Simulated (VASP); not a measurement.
# Os (P2_1/m) in VASP: further runs, part 2 of 2

VASP 6.6.1.

### Step 3. Single point, PBE (atom 1 (Os) moved by (+0.600, +0.000) A along [1 1 0] and z)

INCAR

```
ALGO     = Fast           # electronic algorithm
EDIFF    = 1E-7           # SCF threshold, eV
ENCUT    = 520            # plane-wave cutoff, eV
GGA      = PE             # functional
ISIF     = 2              # what is computed and relaxed
ISMEAR   = 0              # smearing method
LASPH    = True           # aspherical terms in the spheres
LCHARG   = True           # write CHGCAR
LELF     = True           # ELF
LREAL    = False          # projectors in reciprocal space
LVHAR    = True         
LWAVE    = False          # write WAVECAR
NBANDS   = 15             # bands
NELM     = 100            # most SCF steps
PREC     = Accurate       # precision mode
SIGMA    = 0.15           # smearing width, eV
```

KPOINTS

```
k-points
0
Gamma
  18 18 12
```

POSCAR

```
Os
1.0
    2.7340999755      0.0000000000      0.0000000000
   -1.3670499878      2.3678000353      0.0000000000
    0.0000000000      0.0000000000      4.3197000000
Os
2
Direct
    0.5780987219      0.8458473671      0.2500000000
    0.6666666667      0.3333333333      0.7500000000
```

Potentials or basis: VASP PAW PBE potentials, release 64 (Os).

The run is started by

```sh
cat potpaw_PBE.64/Os/POTCAR > POTCAR
mpirun -np 1 vasp_std > vasp.out
```

OUTCAR:

```text
EDIFF = 1E-7
   ENCUT = 520
   GGA = PE
   ISIF = 2
   ISMEAR = 0
   LASPH = True
   LREAL = False
   NELM = 100
   PREC = Accurate

 ion  position               nearest neighbor table
   1  0.578  0.846  0.250-   2 2.49   2 2.49   2 2.65   2 2.65   2 3.06   2 3.06   2 3.37   2 3.37

   2  0.667  0.333  0.750-   1 2.49   1 2.49   1 2.65   1 2.65   1 3.06   1 3.06   1 3.37   1 3.37

  LATTYP: Found a hexagonal cell.
 ALAT       =     2.7340999755
 C/A-ratio  =     1.5799349105

  Lattice vectors:

 A1 = (   2.7340999755,   0.0000000000,   0.0000000000)
 A2 = (  -1.3670499878,   2.3678000353,   0.0000000000)
 A3 = (   0.0000000000,   0.0000000000,   4.3197000000)

Analysis of symmetry for initial positions (statically):
=====================================================================
 Subroutine PRICEL returns:
 Original cell was already a primitive cell.

 Routine SETGRP: Setting up the symmetry group for a
 hexagonal supercell.

 Subroutine GETGRP returns: Found  4 space group operations
 (whereof  1 operations were pure point group operations)
 out of a pool of 24 trial point group operations.

[... 179 lines left out ...]
      6       7.3181      2.00000
      7       7.7707      2.00000
      8       8.1216      2.00000
      9       8.7928      2.00000
     10       9.5256      1.81826
     11      10.5537      0.00000
     12      13.0455      0.00000
     13      19.4405      0.00000
     14      23.1330      0.00000
[... 401 lines left out ...]
      2       3.3472      2.00000
      3       4.6612      2.00000
      4       4.8464      2.00000
      5       5.4003      2.00000
      6       6.6648      2.00000
      7       7.1681      2.00000
      8      10.2490      0.00000
      9      11.3809      0.00000
     10      11.9068      0.00000
     11      12.8429      0.00000
     12      16.4228      0.00000
     13      18.7536      0.00000
     14      22.2151      0.00000
     15      22.3598      0.00000

 [... further k-points ...]

------------------------ aborting loop because EDIFF is reached ----------------------------------------

  FORCE on cell =-STRESS in cart. coord.  units (eV):
  Direction    XX          YY          ZZ          XY          YZ          ZX
  --------------------------------------------------------------------------------------
  -------------------------------------------------------------------------------------
  Total        1.1388753      3.5287568      8.7468719     -1.0825790      0.0000000      0.0000000
  in kB       65.2489848    202.1712104    501.1299391    -62.0236302      0.0000000      0.0000000
  external PRESSURE =     256.1833781 kB  Pullay stress =       0.0000000 kB

 VOLUME and BASIS-vectors are now :
 -----------------------------------------------------------------------------
  energy-cutoff  :      520.00
  volume of cell :       27.96
      direct lattice vectors                 reciprocal lattice vectors
     2.734099975  0.000000000  0.000000000     0.365751073  0.211166481  0.000000000
    -1.367049988  2.367800035  0.000000000     0.000000000  0.422332961  0.000000000
     0.000000000  0.000000000  4.319700000     0.000000000  0.000000000  0.231497558

 POSITION                                       TOTAL-FORCE (eV/Angst)
 -----------------------------------------------------------------------------------
      0.42426      2.00280      1.07993        -2.278945     -1.804938      0.000000
      1.36705      0.78927      3.23977         2.278945      1.804938      0.000000
 -----------------------------------------------------------------------------------
    total drift:                                0.000002     -0.000001      0.000000

  FREE ENERGIE OF THE ION-ELECTRON SYSTEM (eV)
  ---------------------------------------------------
  free  energy   TOTEN  =       -21.0223705308 eV

  energy  without entropy=      -20.9936238786  energy(sigma->0) =      -21.00799720
```

stdout:

```text
POSCAR found type information on POSCAR Os
 POSCAR found :  1 types and       2 ions
 scaLAPACK will be used
 LDA part: xc-table for (Slater+PW92), standard interpolation
 POSCAR, INCAR and KPOINTS ok, starting setup
 FFT: planning ... GRIDC
 FFT: planning ... GRID_SOFT
 FFT: planning ... GRID
 WAVECAR not read
 entering main loop
```

Run time: 11 min. Hardware: 1 thread of Intel Xeon 8259CL, shared host; peak memory 0.5 GiB.

What came out:

```yaml
Free_energy: -21.0224 eV
Pressure: 25.6 GPa
Largest_force: 2.907 eV/Å
Band_gap_on_the_k_mesh: zero (bands 8 and 9 overlap by 3.65 eV)
```

Forces on the atoms (eV/Å):
```
Os  -2.279 -1.805  0.000
Os   2.279  1.805  0.000
```

Caveat: the cell differs from its parent crystal (atom 1 (Os) moved by (+0.600, +0.000) A along [1 1 0] and z); the cell stands under pressure; spin-orbit coupling is left out, which moves the levels of the heavy elements; forces of over 1 eV/Å act on the atoms, so gaps and moduli don't describe the material at rest.
